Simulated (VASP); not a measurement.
Runs of VASP 6.6.1 on Sn2Pb. The structure is that of space group P6/mmm (No. 191), or close to it. The cells are those of the table. 

```tsv
task	cell	k mesh	cutoff (eV)	smearing	gap on the mesh (eV)	pressure (GPa)
single point	a = 5.315, b = 5.315, c = 3.142 Å, angles 90.0, 90.0, 120.0°, 3 atoms	6 × 6 × 12	520	gaussian 0.1 eV	none	7.9
single point	a = 5.606, b = 5.606, c = 3.306 Å, angles 90.0, 90.0, 120.0°, 3 atoms	6 × 6 × 12	520	gaussian 0.1 eV	none	-1.3
single point	a = 5.495, b = 5.495, c = 3.240 Å, angles 90.0, 90.0, 120.0°, 3 atoms	6 × 6 × 12	520	gaussian 0.1 eV	none	(a)
single point	a = 5.551, b = 5.551, c = 3.273 Å, angles 90.0, 90.0, 120.0°, 3 atoms	6 × 6 × 12	520	gaussian 0.1 eV	none	-0.1
relaxation of cell and atoms	relaxed from a = 3.682, b = 3.682, c = 7.823 Å, angles 90.0, 90.0, 120.0°, 3 atoms	6 × 6 × 3	600	gaussian 0.2 eV	-	-0.1
```

Alike in all rows: level PBE; potentials or basis VASP PAW PBE potentials, release 64 (Sn_d, Pb_d); no spin polarisation.

Q: Fill in the values left out.

A: (a) 1.4.

Caveats: spin-orbit coupling is left out, which moves the levels of the heavy elements; the bands computed are all filled at some k points, so no gap is given (some runs).

A k mesh can miss the band edges, and the runs leave out spin-orbit coupling on Pb, Sn.

A gap of «none» marks levels without a gap at the run's occupations.
